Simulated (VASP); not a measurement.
# ZnS (P6_3mc) in VASP: notebook

The runs below take ZnS through elastic constants, with LDA.

Everything below comes from runs of VASP 6.6.1. Logs are shortened: lines on timing, memory, paths and dates and some standing lists are left out, and cuts for length are marked.

## 1. The cell of the first run

It takes space group P6_3mc (No. 186, hexagonal). Conventional cell: a = 3.617 Å, b = 3.617 Å, c = 5.971 Å, α = 90.00°, β = 90.00°, γ = 120.00°. Within 2.9 Å of Zn (site symmetry 3m) lie 4 S at 2.22 Å. Within 2.9 Å of S (site symmetry 3m) lie 4 Zn at 2.22 Å.

## 2. Elastic constants, LDA

INCAR reads:

```
SYSTEM = ZnS
ALGO     = Normal         ! electronic algorithm
EDIFF    = 1E-8           ! SCF threshold, eV
ENCUT    = 600            ! plane-wave cutoff, eV
IBRION   = 6              ! ionic algorithm
ISIF     = 3              ! what is computed and relaxed
ISMEAR   = 0              ! smearing method
LASPH    = .True.         ! aspherical terms in the spheres
LCHARG   = .False.        ! write CHGCAR
LREAL    = .False.        ! projectors in reciprocal space
LWAVE    = .False.        ! write WAVECAR
NELM     = 80             ! most SCF steps
NFREE    = 2            
NSW      = 1              ! ionic steps
POTIM    = 0.015          ! step
PREC     = Accurate       ! precision mode
SIGMA    = 0.01           ! smearing width, eV
```

KPOINTS reads:

```
k-points
0
Gamma
  6 6 4
  0 0 0
```

POSCAR reads:

```
ZnS
1.0
    3.6173214470      0.0000000000      0.0000000000
   -1.8086607235      3.1326922667      0.0000000000
    0.0000000000      0.0000000000      5.9710402558
Zn S
2 2
Direct
    0.3333333333      0.6666666667      0.0063829918
    0.6666666667      0.3333333333      0.5063829918
    0.3333333333      0.6666666667      0.3786170082
    0.6666666667      0.3333333333      0.8786170082
```

Potentials or basis: VASP PAW LDA potentials, release 64 (Zn, S).

Run with:

```sh
$ cat potpaw_LDA.64/Zn/POTCAR potpaw_LDA.64/S/POTCAR > POTCAR
$ mpirun -np 1 vasp_std > vasp.out
```

OUTCAR:

```text
SYSTEM = ZnS
   EDIFF = 1E-8
   ENCUT = 600
   IBRION = 6
   ISIF = 3
   ISMEAR = 0
   LASPH = .True.
   LREAL = .False.
   NELM = 80
   NFREE = 2
   NSW = 1
   POTIM = 0.015
   PREC = Accurate

 ion  position               nearest neighbor table
   1  0.333  0.667  0.006-   3 2.22   4 2.22   4 2.22   4 2.22
   2  0.667  0.333  0.506-   4 2.22   3 2.22   3 2.22   3 2.22
   3  0.333  0.667  0.379-   1 2.22   2 2.22   2 2.22   2 2.22
   4  0.667  0.333  0.879-   2 2.22   1 2.22   1 2.22   1 2.22

  LATTYP: Found a hexagonal cell.
 ALAT       =     3.6173214470
 C/A-ratio  =     1.6506800248

  Lattice vectors:

 A1 = (   3.6173214470,   0.0000000000,   0.0000000000)
 A2 = (  -1.8086607235,   3.1326922667,   0.0000000000)
 A3 = (   0.0000000000,   0.0000000000,   5.9710402558)

Analysis of symmetry for initial positions (statically):
=====================================================================
 Subroutine PRICEL returns:
 Original cell was already a primitive cell.

 Routine SETGRP: Setting up the symmetry group for a
 hexagonal supercell.

 Subroutine GETGRP returns: Found 12 space group operations
 (whereof  6 operations were pure point group operations)
 out of a pool of 24 trial point group operations.

The static configuration has the point symmetry C_3v.
 The point group associated with its full space group is C_6v.

Analysis of symmetry for dynamics (positions and initial velocities):
=====================================================================
 Subroutine PRICEL returns:
 Original cell was already a primitive cell.

 Routine SETGRP: Setting up the symmetry group for a
 hexagonal supercell.

 Subroutine GETGRP returns: Found 12 space group operations
 (whereof  6 operations were pure point group operations)
 out of a pool of 24 trial point group operations.

The dynamic configuration has the point symmetry C_3v.
 The point group associated with its full space group is C_6v.

 Subroutine INISYM returns: Found 12 space group operations
 (whereof  6 operations are pure point group operations),
 and found     1 'primitive' translations

----------------------------------------------------------------------------------------

                                     Primitive cell

  volume of cell :      67.6636

  direct lattice vectors                    reciprocal lattice vectors
     3.617321447  0.000000000  0.000000000     0.276447646  0.159607123  0.000000000
    -1.808660724  3.132692267  0.000000000     0.000000000  0.319214246  0.000000000
     0.000000000  0.000000000  5.971040256     0.000000000  0.000000000  0.167475006

  length of vectors
     3.617321447  3.617321447  5.971040256     0.319214246  0.319214246  0.167475006

  position of ions in fractional coordinates (direct lattice)
     0.333333333  0.666666667  0.006382992
     0.666666667  0.333333333  0.506382992
     0.333333333  0.666666667  0.378617008
     0.666666667  0.333333333  0.878617008

  ion indices of the primitive-cell ions
   primitive index   ion index
                 1           1
                 2           2
                 3           3
                 4           4

----------------------------------------------------------------------------------------

 KPOINTS: k-points

Automatic generation of k-mesh.
 Grid dimensions read from file:
 generate k-points for:    6    6    4

 Generating k-lattice:

  Cartesian coordinates                     Fractional coordinates (reciprocal lattice)
     0.046074608  0.026601187  0.000000000     0.166666667  0.000000000  0.000000000
     0.000000000  0.053202374  0.000000000     0.000000000  0.166666667  0.000000000
     0.000000000  0.000000000  0.041868751     0.000000000  0.000000000  0.250000000

  Length of vectors
[... 50 lines left out ...]
   NELM   =     80;   NELMIN=  2; NELMDL= -5     # of ELM steps
   EDIFF  = 0.1E-07   stopping-criterion for ELM
   LREAL  =      F    real-space projection
   EDIFFG = 0.1E-06   stopping-criterion for IOM
   NSW    =     85    number of steps for IOM
   IBRION =      6    ionic relax: 0-MD 1-quasi-New 2-CG
   NFREE  =      2    steps in history (QN), initial steepest desc. (CG)
   ISIF   =      3    stress and relaxation
   ISYM   =      2    0-nonsym 1-usesym 2-fastsym
   POTIM  = 0.0150    time-step for ionic-motion
   TEBEG  =    0.0;   TEEND  =   0.0 temperature during run
   PSTRESS=    0.0 pullay stress
   NELECT =      36.0000    total number of electrons
   NUPDOWN=      -1.0000    fix difference up-down
   EMIN   =  10.00;   EMAX   =-10.00  energy-range for DOS
   EFERMI =   0.00;   METHOD = LEGACY
   ISMEAR =     0;   SIGMA  =   0.01  broadening in eV -4-tet -1-fermi 0-gaus
   EFERMI_NEDOS =   21; number of points for ismear=-14 and -15
   IALGO  =     38    algorithm
   IMIX   =      4    mixing-type and parameters
     AMIX     =   0.40;   BMIX     =  1.00
     AMIX_MAG =   1.60;   BMIX_MAG =  1.00
  volume/ion in A,a.u.               =      16.92       114.15
  Fermi-wavevector in a.u.,A,eV,Ry     =   1.326551  2.506818 23.942694  1.759738
  Thomas-Fermi vector in A             =   2.455930
   LORBIT       =      0    0 simple, 1 ext, 2 COOP (PROOUT), +10 PAW based schemes
   GGA     = CA    functional components
   LHFCALC =     F    Hartree Fock is set to
   AEXX    =    0.0000 exact exchange contribution
   IVDW    =     0    specifies the selected vdW correction
   LEPSILON=     F    determine dielectric tensor
   LRPA    =     F    only Hartree local field effects (RPA)
 finite differences with symmetry
 non-spin polarized calculation
 Gauss-broadening in eV      SIGMA  =   0.01
  energy-cutoff  :      600.00
  volume of cell :       67.66
 maximum number of plane-waves:      2276
 NGX is ok and might be reduce to    30
   NGX = 15   NGY = 15   NGZ = 23

--------------------------------------- Ionic step        1  -------------------------------------------

 number of electron      36.0000016 magnetization

 Free energy of the ion-electron system (eV)
  ---------------------------------------------------
  ext. energy  EPLUGINS =         0.00000000
  ---------------------------------------------------
  free energy    TOTEN  =       -16.19334382 eV

  energy without entropy =      -16.19334382  energy(sigma->0) =      -16.19334382

------------------------ aborting loop because EDIFF is reached ----------------------------------------

  FORCE on cell =-STRESS in cart. coord.  units (eV):
  Direction    XX          YY          ZZ          XY          YZ          ZX
  --------------------------------------------------------------------------------------
  -------------------------------------------------------------------------------------
  Total        4.3681366      4.3681366      4.3674078      0.0000000      0.0000000     -0.0000000
  in kB      103.4312936    103.4312936    103.4140359      0.0000000      0.0000000     -0.0000000
  external PRESSURE =     103.4255410 kB  Pullay stress =       0.0000000 kB
[... 95 lines left out ...]
  FREE ENERGIE OF THE ION-ELECTRON SYSTEM (eV)
  ---------------------------------------------------
  free  energy   TOTEN  =       -16.1155497862 eV

  energy  without entropy=      -16.1155497862  energy(sigma->0) =      -16.11554979

[... ionic steps 4 to 18 ...]

--------------------------------------- Ionic step       19  -------------------------------------------

 number of electron      36.0000016 magnetization

------------------------ aborting loop because EDIFF is reached ----------------------------------------
[... 71 lines left out ...]
--------------------------------------- Ionic step       21  -------------------------------------------

 number of electron      36.0000016 magnetization

 Free energy of the ion-electron system (eV)
  ---------------------------------------------------
  ext. energy  EPLUGINS =         0.00000000
  ---------------------------------------------------
  free energy    TOTEN  =       -16.19179204 eV

  energy without entropy =      -16.19179204  energy(sigma->0) =      -16.19179204

 E-fermi :   3.6642     XC(G=0): -10.7551

 val. band max:        3.5560301195   @ k =   0.0000   0.0000   0.0000
 cond. band min:       6.2123358715   @ k =   0.0000   0.0000   0.0000
 fundamental gap:      2.6563057520
 Fermi energy:         3.6642437649

 k-point     1 :       0.0000    0.0000    0.0000
  band No.  band energies     occupation
      1     -10.8010      2.00000
      2      -9.5393      2.00000
      3      -3.7397      2.00000
      4      -3.6885      2.00000
      5      -3.6885      2.00000
      6      -3.5741      2.00000
[... 620 lines left out ...]
  FREE ENERGIE OF THE ION-ELECTRON SYSTEM (eV)
  ---------------------------------------------------
  free  energy   TOTEN  =       -16.1917920447 eV

  energy  without entropy=      -16.1917920447  energy(sigma->0) =      -16.19179204

 INTERNAL STRAIN TENSORS FROM STRAINED CELLS
 ============================================

 INTERNAL STRAIN TENSOR FOR ION    1 for displacements in x,y,z  (eV/Angst):
          X           Y           Z          XY          YZ          ZX
  --------------------------------------------------------------------------------
  x     0.00000     0.00000     0.00000    -9.09293     0.00000    -6.81392
  y    -9.11556     9.12613     0.00000     0.00010    -6.81401     0.00000
  z    -6.81646    -6.82131    12.54668    -0.00010    -0.00498    -0.00002

 INTERNAL STRAIN TENSORS FROM DISPLACED ATOMS
 ============================================

 INTERNAL STRAIN TENSOR FOR ION    1 for displacements in x,y,z  (eV/Angst):
          X           Y           Z          XY          YZ          ZX
  --------------------------------------------------------------------------------
  x     0.00000     0.00000     0.00000    -9.08978    -0.00000    -6.83136
  y    -9.08978     9.08978     0.00000    -0.00000    -6.83136     0.00000
  z    -6.87224    -6.87224    12.41909     0.00000     0.00000    -0.00000

 INTERNAL STRAIN TENSOR FOR ION    4 for displacements in x,y,z  (eV/Angst):
          X           Y           Z          XY          YZ          ZX
  --------------------------------------------------------------------------------
  x     0.00000     0.00000     0.00000    10.63634     0.00000     6.80764
  y    10.63634   -10.63634     0.00000     0.00000     6.80764     0.00000
  z     6.79211     6.79211   -12.50482     0.00000     0.00000     0.00000

 Eigenvectors and eigenvalues of the dynamical matrix
 ----------------------------------------------------

   1 f  =   12.040088 THz    75.650103 2PiTHz  401.614100 cm-1    49.793780 meV
             X         Y         Z           dx          dy          dz
     -0.000000  2.088462  0.038113    -0.000000    0.000000    0.186688
      1.808661  1.044231  3.023633     0.000000   -0.000000   -0.186688
     -0.000000  2.088462  2.260737    -0.000000    0.000000   -0.682017
      1.808661  1.044231  5.246258     0.000000   -0.000000    0.682017
[... 71 lines left out ...]
  12 f/i=    0.010278 THz     0.064577 2PiTHz    0.342826 cm-1     0.042505 meV
             X         Y         Z           dx          dy          dz
     -0.000000  2.088462  0.038113     0.237745    0.527724   -0.000000
      1.808661  1.044231  3.023633     0.237745    0.527724   -0.000000
     -0.000000  2.088462  2.260737     0.166840    0.370336   -0.000000
      1.808661  1.044231  5.246258     0.166840    0.370336   -0.000000

--------------------------------------------------------------------------------------------------------

 ELASTIC MODULI CONTR FROM IONIC RELAXATION (kBar)
 Direction    XX          YY          ZZ          XY          YZ          ZX
 --------------------------------------------------------------------------------
 XX        -740.5072    270.2231    428.9022      0.0000      0.0000     -0.0000
 YY         270.2231   -740.5072    428.9022     -0.0000     -0.0000      0.0000
 ZZ         428.9022    428.9022   -782.3232      0.0000     -0.0000      0.0000
 XY           0.0000     -0.0000      0.0000   -505.3651     -0.0000     -0.0000
 YZ          -0.0000      0.0000     -0.0000     -0.0000   -235.7217     -0.0000
 ZX          -0.0000      0.0000      0.0000     -0.0000     -0.0000   -235.7217
 --------------------------------------------------------------------------------

 TOTAL ELASTIC MODULI (kBar)
 Direction    XX          YY          ZZ          XY          YZ          ZX
 --------------------------------------------------------------------------------
 XX        1653.7320   1007.8870    851.4065      0.0000      0.0000     -0.0000
 YY        1007.8870   1653.7320    851.4065     -0.0000     -0.0000      0.0000
 ZZ         851.4065    851.4065   2045.0187      0.0000     -0.0000      0.0000
 XY           0.0000     -0.0000      0.0000    322.9225     -0.0000     -0.0000
 YZ          -0.0000      0.0000     -0.0000     -0.0000    266.8368     -0.0000
 ZX          -0.0000      0.0000      0.0000     -0.0000     -0.0000    266.8368
 --------------------------------------------------------------------------------
```

It took 14 min on 1 thread of Intel Xeon Platinum 8488C (Sapphire Rapids), shared host; peak memory 0.34 GiB.

Results:

```yaml
Voigt_bulk_modulus: 120 GPa
Highest_phonon_frequency_at_Γ_LO-TO_splitting_left_out: 402 cm⁻¹
```

Phonon frequencies in cm⁻¹ (negative: imaginary):
| q point | frequencies |
| --- | --- |
| (0.000, 0.000, 0.000) | 0 0 0 58 58 219 344 344 345 353 353 402 |

Elastic tensor in Voigt notation (GPa, in the Cartesian axes of the cell as first typed):
```
165 101  85   0   0   0
101 165  85   0   0   0
 85  85 205   0   0   0
  0   0   0  27   0   0
  0   0   0   0  27   0
  0   0   0   0   0  32
```

Clamped-ion elastic tensor (GPa):
```
239  74  42   0   0   0
 74 239  42   0   0   0
 42  42 283   0   0   0
  0   0   0  50   0   0
  0   0   0   0  50   0
  0   0   0   0   0  83
```

Caveat: the cell is under stress, which shifts elastic constants.

## 3. Elastic constants, LDA

This run uses another cell than the first one, of 17.34 Å³/atom.

INCAR reads:

```
PREC = Accurate
ENCUT = 600
EDIFF = 1E-8
ISMEAR = 0
SIGMA = 0.01
LREAL = False
LASPH = True
NELM = 80
ALGO = Normal
ISIF = 3
LWAVE = False
LCHARG = True
GGA = CA
NBANDS = 26
IBRION = 6
NFREE = 2
POTIM = 0.015
NSW = 1
```

KPOINTS reads:

```
Automatic mesh
0
Gamma
  6 6 4
```

POSCAR reads:

```
ZnS
1.0
    3.6491794277      0.0000000000      0.0000000000
   -1.8245897138      3.1602820873      0.0000000000
    0.0000000000      0.0000000000      6.0132993636
Zn S
2 2
Direct
    0.3333333333      0.6666666667      0.0061233872
    0.6666666667      0.3333333333      0.5061233872
    0.3333333333      0.6666666667      0.3788766128
    0.6666666667      0.3333333333      0.8788766128
```

Potentials or basis: VASP PAW LDA potentials, release 64 (Zn, S).

Run with:

```sh
$ cat potpaw_LDA.64/Zn/POTCAR potpaw_LDA.64/S/POTCAR > POTCAR
$ mpirun -np 1 vasp_std > vasp.out
```

Wall time 15 min (1 thread of Intel Xeon Platinum 8488C (Sapphire Rapids), shared host); peak memory 0.34 GiB.

It converged, with:

- Voigt bulk modulus: 110 GPa
- Highest phonon frequency at Γ, LO-TO splitting left out: 388 cm⁻¹

Phonon frequencies in cm⁻¹ (negative: imaginary):
```tsv
q point	frequencies
(0.000, 0.000, 0.000)	0 0 0 62 62 214 330 330 330 339 339 388
```

Elastic tensor in Voigt notation (GPa, in the Cartesian axes of the cell as first typed):
```
158  91  75   0   0   0
 91 158  75   0   0   0
 75  75 194   0   0   0
  0   0   0  28   0   0
  0   0   0   0  28   0
  0   0   0   0   0  34
```

Clamped-ion elastic tensor (GPa):
```
222  67  39   0   0   0
 67 222  39   0   0   0
 39  39 260   0   0   0
  0   0   0  48   0   0
  0   0   0   0  48   0
  0   0   0   0   0  77
```

Caveat: the cell is under stress, which shifts elastic constants.

## 4. Elastic constants, LDA

This run uses another cell than the first one, of 17.82 Å³/atom.

INCAR reads:

```
SYSTEM = ZnS
PREC = Accurate
ENCUT = 600
EDIFF = 1E-8
ISMEAR = 0
SIGMA = 0.01
LREAL = .FALSE.
LASPH = .TRUE.
NELM = 60
ALGO = Normal
ISIF = 3
LWAVE = .FALSE.
LCHARG = .FALSE.
GGA = CA
IBRION = 6
NFREE = 2
POTIM = 0.015
NSW = 1
```

KPOINTS reads:

```
Automatic mesh
0
G
  6 6 4
  0 0 0
```

POSCAR reads:

```
ZnS
1.0
    3.6843089966      0.0000000000      0.0000000000
   -1.8421544983      3.1907051864      0.0000000000
    0.0000000000      0.0000000000      6.0629765826
Zn S
2 2
Direct
    0.3333333333      0.6666666667      0.0058832024
    0.6666666667      0.3333333333      0.5058832024
    0.3333333333      0.6666666667      0.3791167976
    0.6666666667      0.3333333333      0.8791167976
```

Run with:

```sh
$ cat potpaw_LDA.64/Zn/POTCAR potpaw_LDA.64/S/POTCAR > POTCAR
$ mpirun -np 1 vasp_std > vasp.out
```

It took 15 min on 1 thread of Intel Xeon Platinum 8488C (Sapphire Rapids), shared host; peak memory 0.34 GiB.

It converged, with:

```
Voigt bulk modulus                                      : 101 GPa
Highest phonon frequency at Γ, LO-TO splitting left out : 372 cm⁻¹
```

Phonon frequencies in cm⁻¹ (negative: imaginary):
```
              q point                              frequencies
(0.000, 0.000, 0.000)  0 0 0 63 63 208 314 316 316 323 323 372
```

Elastic tensor in Voigt notation (GPa, in the Cartesian axes of the cell as first typed):
```
150  81  65   0   0   0
 81 150  65   0   0   0
 65  65 183   0   0   0
  0   0   0  29   0   0
  0   0   0   0  29   0
  0   0   0   0   0  35
```

Clamped-ion elastic tensor (GPa):
```
203  60  36   0   0   0
 60 203  36   0   0   0
 36  36 236   0   0   0
  0   0   0  45   0   0
  0   0   0   0  45   0
  0   0   0   0   0  71
```

Caveat: the cell is under stress, which shifts elastic constants.

## 5. Elastic constants, LDA

This run uses another cell than the first one, of 18.18 Å³/atom.

INCAR reads:

```
SYSTEM = ZnS
  PREC = Accurate
  ENCUT = 600
  EDIFF = 1E-8
  ISMEAR = 0
  SIGMA = 0.01
  LREAL = .FALSE.
  LASPH = .TRUE.
  NELM = 100
  ALGO = Normal
  ISIF = 3
  LWAVE = .FALSE.
  LCHARG = .TRUE.
  GGA = CA
  NBANDS = 26
  IBRION = 6
  NFREE = 2
  POTIM = 0.015
  NSW = 1
```

KPOINTS reads:

```
regular mesh
0
G
  6 6 4
  0 0 0
```

POSCAR reads:

```
ZnS
1.0
    3.7104426437      0.0000000000      0.0000000000
   -1.8552213218      3.2133375887      0.0000000000
    0.0000000000      0.0000000000      6.0998685985
Zn S
2 2
Direct
    0.3333333333      0.6666666667      0.0056984989
    0.6666666667      0.3333333333      0.5056984989
    0.3333333333      0.6666666667      0.3793015011
    0.6666666667      0.3333333333      0.8793015011
```

Run with:

```sh
$ cat potpaw_LDA.64/Zn/POTCAR potpaw_LDA.64/S/POTCAR > POTCAR
$ mpirun -np 1 vasp_std > vasp.out
```

It took 17 min on 1 thread of Intel Xeon Platinum 8488C (Sapphire Rapids), shared host; peak memory 0.35 GiB.

It converged, with:

```yaml
Voigt_bulk_modulus: 94 GPa
Highest_phonon_frequency_at_Γ_LO-TO_splitting_left_out: 362 cm⁻¹
```

Phonon frequencies in cm⁻¹ (negative: imaginary):
| q point | frequencies |
| --- | --- |
| (0.000, 0.000, 0.000) | 0 0 0 66 66 206 303 306 306 312 312 362 |

Elastic tensor in Voigt notation (GPa, in the Cartesian axes of the cell as first typed):
```
144  74  59   0   0   0
 74 144  59   0   0   0
 59  59 175   0   0   0
  0   0   0  30   0   0
  0   0   0   0  30   0
  0   0   0   0   0  35
```

Clamped-ion elastic tensor (GPa):
```
190  55  34   0   0   0
 55 190  34   0   0   0
 34  34 220   0   0   0
  0   0   0  44   0   0
  0   0   0   0  44   0
  0   0   0   0   0  67
```

Caveat: the cell is under stress, which shifts elastic constants.
